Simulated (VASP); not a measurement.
The system is Li2ICl.

```xyz
4
Lattice="4.0195 -0.0261 0.0000 -0.0261 4.0195 0.0000 0.0000 0.0000 5.5745" Properties=species:S:1:pos:R:3 pbc="T T T"
Cl    0.0000    0.0000    0.0000
Li    0.0000    0.0000    2.7873
Li    1.9967    1.9967    0.0000
I     1.9967    1.9967    2.7873
```

This cell differs from its parent crystal: shear xy strain -1.3%.

Base run:

| Quantity | Value |
| --- | --- |
| Program | VASP 6.6.1 |
| Functional | r2SCAN |
| Potentials or basis | VASP PAW PBE potentials, release 64 (Cl, Li_sv, I) |
| Cutoff | 520 eV |
| k mesh | 6 × 6 × 6 |
| Occupations | gaussian, width 0.01 eV |
| Spin | no spin polarisation |

Its results: band gap on the k mesh 5.25 eV, direct.

Problem. The run is repeated on the same cell with these changes: functional from r2SCAN to PBE; occupations from gaussian, width 0.01 eV to fermi-dirac, width 0.02 eV. What comes out?

Solution. Band gap on the k mesh 4.63 eV, direct.

Caveats: spin-orbit coupling is left out, which moves the levels of the heavy elements.

A k mesh can miss the band edges.
